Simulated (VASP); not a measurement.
**PtWSe4: single point with PBE**

The system is PtWSe4.

```xyz
6
Lattice="-2.7232 2.7232 6.0989 2.7232 -2.7232 6.0989 2.7232 2.7232 -6.0989" Properties=species:S:1:pos:R:3 pbc="T T T"
Pt    0.0000    0.0000    6.0989
W     0.0000    0.0000    0.0000
Se    1.4142    1.4142    4.6525
Se   -1.4142    1.4142    7.5452
Se    1.3090    1.3090   -1.4464
Se    1.4142   -1.4142    7.5452
```

The cell was generated, and may not be a known phase.

| Item | Value |
| --- | --- |
| Program | VASP 6.6.1 |
| Task | single point |
| Functional | PBE |
| Potentials or basis | VASP PAW PBE potentials, release 64 (Pt, W_sv, Se) |
| Cutoff | 520 eV |
| k mesh | 10 × 10 × 10 |
| Occupations | gaussian, width 0.1 eV |
| Spin | no spin polarisation |

| Quantity | Value |
| --- | --- |
| Pressure | 0.1 GPa |
| Largest force | 0.029 eV/Å |
| Band gap on the k mesh | zero (bands 24 and 25 overlap by 1.08 eV) |

Forces on the atoms (eV/Å):
```
Pt   0.000  0.000  0.000
W    0.000  0.000  0.000
Se  -0.012 -0.012 -0.023
Se   0.012 -0.012  0.023
Se   0.012  0.012 -0.023
Se  -0.012  0.012  0.023
```

Levels at points of the mesh, in eV from the Fermi level:
```tsv
k point	band 20	band 21	band 22	band 23	band 24	band 25	band 26	band 27	band 28	band 29
(0.00, 0.00, 0.00)	-1.67	-1.16	-1.16	-1.12	-1.12	-0.67	0.08	1.64	2.27	3.02
(0.50, 0.00, 0.00)	-1.83	-1.66	-1.44	-0.86	-0.17	0.21	1.34	2.03	2.23	2.37
(0.50, 0.50, 0.00)	-2.19	-1.67	-1.20	0.20	0.40	0.45	1.21	1.99	2.04	2.86
(0.50, 0.50, 0.50)	-1.56	-1.00	-1.00	-0.93	-0.93	-0.57	0.08	1.14	1.87	3.05
```

Run time: 7.9 min on 1 thread of Intel(R) Xeon(R) 6975P-C (Granite Rapids), on a shared host, peak memory 0.81 GiB.

Caveat: spin-orbit coupling is left out, which moves the levels of the heavy elements.
